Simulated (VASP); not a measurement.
# Si: single point with LDA

The system is Si.

```xyz
1
Lattice="-1.5217 1.5217 1.5217 1.5217 -1.5217 1.5217 1.5217 1.5217 -1.5217" Properties=species:S:1:pos:R:3 pbc="T T T"
Si    0.0000    0.0000    0.0000
```

```
Program             : VASP 6.6.1
Task                : single point
Functional          : LDA
Potentials or basis : VASP PAW LDA potentials, release 64 (Si)
Cutoff              : 520 eV
k mesh              : 14 × 14 × 14
Occupations         : fermi-dirac, width 0.1 eV
Spin                : no spin polarisation
```

```yaml
Pressure: 0.1 GPa
Band_gap_on_the_k_mesh: zero (band 2 reaches 22.03 eV, above the bottom of band 3 at 6.24 eV)
```

Levels at points of the mesh, in eV from the Fermi level:
```tsv
k point	band 1	band 2	band 3	band 4	band 5	band 6
(0.00, 0.00, 0.00)	-14.54	11.63	11.63	11.63	12.63	12.63
(0.50, 0.00, 0.00)	-7.01	-6.71	5.58	7.62	8.25	10.03
(0.50, 0.50, 0.50)	-0.55	-0.55	-0.55	1.37	2.26	2.26
```

Run time: 4.1 s on 1 thread of AMD EPYC 9R45 96-Core Processor (Zen 5), with other jobs on the host, peak memory 0.08 GiB.
